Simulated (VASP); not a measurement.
# LaW6 (Pm-3m) in VASP: single point with PBE

Aim: the single point of LaW6 with PBE.

All numbers are computed with VASP 6.6.1; they aren't measurements. Logs are shortened: lines on timing, memory, paths and dates and some standing lists are left out, and cuts for length are marked.

## (1) The cell of the first run

Symmetry: Pm-3m, No. 221, cubic system. The conventional cell has a = 6.068 Å, b = 6.068 Å, c = 6.068 Å, α = 90.00°, β = 90.00°, γ = 90.00°. Within 5.8 Å of La (site symmetry m-3m) lie 24 W at 4.46 Å. W (site symmetry 4mm) has 5 W at 2.40 to 2.59 Å within 3.2 Å.

The cell was built from a structure type or drawn by symmetry, and may not be a known phase.

## (2) Single point, PBE

INCAR reads:

```
  PREC = Accurate
  ENCUT = 520
  EDIFF = 1E-6
  ISMEAR = 0
  SIGMA = 0.1
  LREAL = False
  LASPH = True
  NELM = 100
  ALGO = Fast
  ISIF = 2
  LWAVE = False
  LCHARG = False
  GGA = PE
  NBANDS = 56
```

KPOINTS reads:

```
regular mesh
0
Gamma
  6 6 6
```

POSCAR reads:

```
LaW6
1.0
    6.0681153692      0.0000000000      0.0000000000
    0.0000000000      6.0681153692      0.0000000000
    0.0000000000      0.0000000000      6.0681153692
La W
1 6
Direct
    0.0000000000      0.0000000000      0.0000000000
    0.5000000000      0.5000000000      0.1979728014
    0.5000000000      0.5000000000      0.8020271986
    0.1979728014      0.5000000000      0.5000000000
    0.8020271986      0.5000000000      0.5000000000
    0.5000000000      0.1979728014      0.5000000000
    0.5000000000      0.8020271986      0.5000000000
```

Potentials or basis: VASP PAW PBE potentials, release 64 (La, W_sv).

Launch:

```
cat potpaw_PBE.64/La/POTCAR potpaw_PBE.64/W_sv/POTCAR > POTCAR
mpirun -np 1 vasp_std > vasp.out
```

OUTCAR:

```text
PREC = Accurate
   ENCUT = 520
   EDIFF = 1E-6
   ISMEAR = 0
   LREAL = False
   LASPH = True
   NELM = 100
   ISIF = 2
   GGA = PE

 ion  position               nearest neighbor table
   1  0.000  0.000  0.000-
   2  0.500  0.500  0.198-   3 2.40   4 2.59   5 2.59   6 2.59   7 2.59
   3  0.500  0.500  0.802-   2 2.40   4 2.59   5 2.59   6 2.59   7 2.59
   4  0.198  0.500  0.500-   5 2.40   3 2.59   2 2.59   6 2.59   7 2.59
   5  0.802  0.500  0.500-   4 2.40   3 2.59   2 2.59   6 2.59   7 2.59
   6  0.500  0.198  0.500-   7 2.40   3 2.59   4 2.59   5 2.59   2 2.59
   7  0.500  0.802  0.500-   6 2.40   3 2.59   4 2.59   5 2.59   2 2.59

  LATTYP: Found a simple cubic cell.
 ALAT       =     6.0681153692

  Lattice vectors:

 A1 = (   6.0681153692,   0.0000000000,   0.0000000000)
 A2 = (   0.0000000000,   6.0681153692,   0.0000000000)
 A3 = (   0.0000000000,   0.0000000000,   6.0681153692)

Analysis of symmetry for initial positions (statically):
=====================================================================
 Subroutine PRICEL returns:
 Original cell was already a primitive cell.

 Routine SETGRP: Setting up the symmetry group for a
 simple cubic supercell.

 Subroutine GETGRP returns: Found 48 space group operations
 (whereof 48 operations were pure point group operations)
 out of a pool of 48 trial point group operations.

The static configuration has the point symmetry O_h .

Analysis of symmetry for dynamics (positions and initial velocities):
=====================================================================
 Subroutine PRICEL returns:
 Original cell was already a primitive cell.

 Routine SETGRP: Setting up the symmetry group for a
 simple cubic supercell.

 Subroutine GETGRP returns: Found 48 space group operations
 (whereof 48 operations were pure point group operations)
 out of a pool of 48 trial point group operations.

The dynamic configuration has the point symmetry O_h .

 Subroutine INISYM returns: Found 48 space group operations
 (whereof 48 operations are pure point group operations),
 and found     1 'primitive' translations

----------------------------------------------------------------------------------------

                                     Primitive cell

[... 96 lines left out ...]
   LREAL  =      F    real-space projection
   EDIFFG = 0.1E-04   stopping-criterion for IOM
   NSW    =      0    number of steps for IOM
   IBRION =     -1    ionic relax: 0-MD 1-quasi-New 2-CG
   NFREE  =      0    steps in history (QN), initial steepest desc. (CG)
   ISIF   =      2    stress and relaxation
   ISYM   =      2    0-nonsym 1-usesym 2-fastsym
   POTIM  = 0.5000    time-step for ionic-motion
   TEBEG  =    0.0;   TEEND  =   0.0 temperature during run
   PSTRESS=    0.0 pullay stress
   NELECT =      95.0000    total number of electrons
   NUPDOWN=      -1.0000    fix difference up-down
   EMIN   =  10.00;   EMAX   =-10.00  energy-range for DOS
   EFERMI =   0.00;   METHOD = LEGACY
   ISMEAR =     0;   SIGMA  =   0.10  broadening in eV -4-tet -1-fermi 0-gaus
   EFERMI_NEDOS =   21; number of points for ismear=-14 and -15
   IALGO  =     68    algorithm
   IMIX   =      4    mixing-type and parameters
     AMIX     =   0.40;   BMIX     =  1.00
     AMIX_MAG =   1.60;   BMIX_MAG =  1.00
  volume/ion in A,a.u.               =      31.92       215.41
  Fermi-wavevector in a.u.,A,eV,Ry     =   1.231012  2.326275 20.618132  1.515390
  Thomas-Fermi vector in A             =   2.365838
   LORBIT       =      0    0 simple, 1 ext, 2 COOP (PROOUT), +10 PAW based schemes
   GGA     = PE    functional components
   LHFCALC =     F    Hartree Fock is set to
   AEXX    =    0.0000 exact exchange contribution
   IVDW    =     0    specifies the selected vdW correction
   LEPSILON=     F    determine dielectric tensor
   LRPA    =     F    only Hartree local field effects (RPA)
 non-spin polarized calculation
 RMM-DIIS sequential band-by-band and
 Gauss-broadening in eV      SIGMA  =   0.10
  energy-cutoff  :      520.00
  volume of cell :      223.44
 maximum number of plane-waves:      6062
 NGX is ok and might be reduce to    48
   NGX = 23   NGY = 23   NGZ = 23

 number of electron      94.9999976 magnetization

 Free energy of the ion-electron system (eV)
  ---------------------------------------------------
  ext. energy  EPLUGINS =         0.00000000
  ---------------------------------------------------
  free energy    TOTEN  =       -67.34095053 eV

  energy without entropy =      -67.28830085  energy(sigma->0) =      -67.31462569

 E-fermi :   4.1463     XC(G=0):  -9.4766

 val. band max:        4.1411571229   @ k =   0.5000   0.3333   0.1667
 cond. band min:       4.1901132920   @ k =   0.5000   0.5000   0.1667
 fundamental gap:      0.0489561691
 Fermi energy:         4.1462533524

 k-point     1 :       0.0000    0.0000    0.0000
  band No.  band energies     occupation
      1     -69.1723      2.00000
      2     -68.9990      2.00000
      3     -68.9990      2.00000
      4     -68.9196      2.00000
      5     -68.9196      2.00000
      6     -68.9196      2.00000
[... 1169 lines left out ...]
     55       5.4699      0.00000
     56       5.4863      0.00000

------------------------ aborting loop because EDIFF is reached ----------------------------------------

  FORCE on cell =-STRESS in cart. coord.  units (eV):
  Direction    XX          YY          ZZ          XY          YZ          ZX
  --------------------------------------------------------------------------------------
  -------------------------------------------------------------------------------------
  Total        0.5363653      0.5363653      0.5363653      0.0000000      0.0000000     -0.0000000
  in kB        3.8460045      3.8460045      3.8460045      0.0000000      0.0000000     -0.0000000
  external PRESSURE =       3.8460045 kB  Pullay stress =       0.0000000 kB

 VOLUME and BASIS-vectors are now :
 -----------------------------------------------------------------------------
  energy-cutoff  :      520.00
  volume of cell :      223.44
      direct lattice vectors                 reciprocal lattice vectors
     6.068115369  0.000000000  0.000000000     0.164795812  0.000000000  0.000000000
     0.000000000  6.068115369  0.000000000     0.000000000  0.164795812  0.000000000
     0.000000000  0.000000000  6.068115369     0.000000000  0.000000000  0.164795812

 POSITION                                       TOTAL-FORCE (eV/Angst)
 -----------------------------------------------------------------------------------
      0.00000      0.00000      0.00000         0.000000      0.000000     -0.000000
      3.03406      3.03406      1.20132         0.000000      0.000000      0.038517
      3.03406      3.03406      4.86679         0.000000     -0.000000     -0.038517
      1.20132      3.03406      3.03406         0.038517     -0.000000     -0.000000
      4.86679      3.03406      3.03406        -0.038517      0.000000     -0.000000
      3.03406      1.20132      3.03406         0.000000      0.038517     -0.000000
      3.03406      4.86679      3.03406         0.000000     -0.038517     -0.000000
 -----------------------------------------------------------------------------------
    total drift:                                0.000000     -0.000000      0.000000

  FREE ENERGIE OF THE ION-ELECTRON SYSTEM (eV)
  ---------------------------------------------------
  free  energy   TOTEN  =       -67.3409505331 eV

  energy  without entropy=      -67.2883008491  energy(sigma->0) =      -67.31462569
```

It took 11 min on 1 thread of Intel Xeon Platinum 8488C (Sapphire Rapids), shared host; peak memory 0.45 GiB.

Results:

| Item | Value |
| --- | --- |
| Free energy | -67.3410 eV |
| Pressure | 0.4 GPa |
| Largest force | 0.039 eV/Å |
| Band gap on the k mesh | zero (an odd number of electrons rules out a gap without spin polarisation) |

Forces on the atoms (eV/Å):
```
La   0.000  0.000  0.000
W    0.000  0.000  0.039
W    0.000  0.000 -0.039
W    0.039  0.000  0.000
W   -0.039  0.000  0.000
W    0.000  0.039  0.000
W    0.000 -0.039  0.000
```

Caveat: spin-orbit coupling is left out, which moves the levels of the heavy elements.
